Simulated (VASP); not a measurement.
Here is a VASP 6.6.1 calculation.

INCAR

```
SYSTEM = Sr
ALGO = Fast
EDIFF = 1E-7
ENCUT = 520
GGA = PE
ISIF = 2
ISMEAR = 0
LASPH = .TRUE.
LCHARG = .FALSE.
LREAL = .FALSE.
LWAVE = .FALSE.
NBANDS = 28
NELM = 100
PREC = Accurate
SIGMA = 0.1
```

KPOINTS

```
k-points
0
G
  12 12 4
  0 0 0
```

File POSCAR:

```
Sr
1.0
    4.2627212022      0.0000000000      0.0000000000
   -2.1313606011      3.6916248503      0.0000000000
    0.0000000000      0.0000000000     13.9766500489
Sr
4
Direct
    0.0000000000      0.0000000000      0.0000000000
    0.3333333333      0.6666666667      0.2500000000
    0.0000000000      0.0000000000      0.5000000000
    0.6666666667      0.3333333333      0.7500000000
```

Potentials or basis: VASP PAW PBE potentials, release 64 (Sr_sv).

Launch:

```console
$ cat potpaw_PBE.64/Sr_sv/POTCAR > POTCAR
$ mpirun -np 1 vasp_std > vasp.out
```

What does it give for the pressure?

0.0 GPa.

Estimate the band gap on the k mesh.

zero (bands 20 and 21 overlap by 0.20 eV).
